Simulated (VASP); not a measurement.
Re, 1 atom in the cell. Symmetry: I4/mmm, No. 139, tetragonal system. The conventional cell has a = 2.793 Å, b = 2.793 Å, c = 4.029 Å, α = 90.00°, β = 90.00°, γ = 90.00°. Re (site symmetry 4/mmm) has 12 Re at 2.79 to 2.82 Å within 3.7 Å.  This cell differs from its parent crystal: strain +0.0200 x Voigt [0, 1, 0, 0, 0, 0].

- Program: VASP 6.6.1
- Task: single point
- Functional: PBEsol
- Potentials or basis: VASP PAW PBE potentials, release 64 (Re)
- Cutoff: 520 eV
- k mesh: 20 × 20 × 20
- Occupations: gaussian, width 0.15 eV
- Spin: no spin polarisation
- Dipole correction: no
- Further INCAR settings: ALGO = Normal; EDIFF = 1e-06; NBANDS = 10

Potentials or basis: VASP PAW PBE potentials, release 64 (Re).

Launch:

```bash
$ cat potpaw_PBE.64/Re/POTCAR > POTCAR
$ mpirun -np 1 vasp_std > vasp.out
```

Hardware: 1 thread of Intel Xeon 8259CL (shared host).

Problem. Estimate the wall time of this run.

Solution. Wall time 110 s on 1 thread of Intel Xeon 8259CL, with other jobs on the host, peak memory 0.24 GiB. Counts: scf iterations 11, k points 641.
